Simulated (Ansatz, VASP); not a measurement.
## One calculation of Na, two programs

```xyz
4
Lattice="3.6248 0.0000 0.0000 -1.8124 3.1392 0.0000 0.0000 0.0000 12.2814" Properties=species:S:1:pos:R:3 pbc="T T T"
Na    1.8124    1.0464    9.2110
Na    0.0000    0.0000    6.1407
Na    0.0000    2.0928    3.0703
Na    0.0000    0.0000    0.0000
```

Alike in both runs: task single point; functional r2SCAN; k mesh 8 × 8 × 3; occupations fermi-dirac, width 0.05 eV; no spin polarisation.

|  | VASP | Ansatz |
| --- | --- | --- |
| version | VASP 6.6.1 | Ansatz 0.2.0 |
| potentials or method | VASP PAW PBE potentials, release 64 (Na_pv) | Ansatz PAW |
| plane-wave cutoff (eV) | 520 | 500 |
| valence electrons in the cell | 28 | 36 |

Ansatz gave:

| Quantity | Value |
| --- | --- |
| gap on the k mesh at the Fermi level (eV) | none |
| pressure (GPa) | 0.7 |
| traceless stress, the component that is largest in VASP (GPa) | -0.79 |

Task: Which values does VASP return?

Result: gap on the k mesh at the Fermi level (eV): none; pressure (GPa): 0.8; traceless stress, the component that is largest in VASP (GPa): -0.75.

VASP's potentials were made for PBE, not for r2SCAN. A gap of «none» marks a metal or a gap that the smearing closes. VASP's potentials hold 28 valence electrons a cell and Ansatz's 36, so a difference there can come from the potentials and not from the codes.
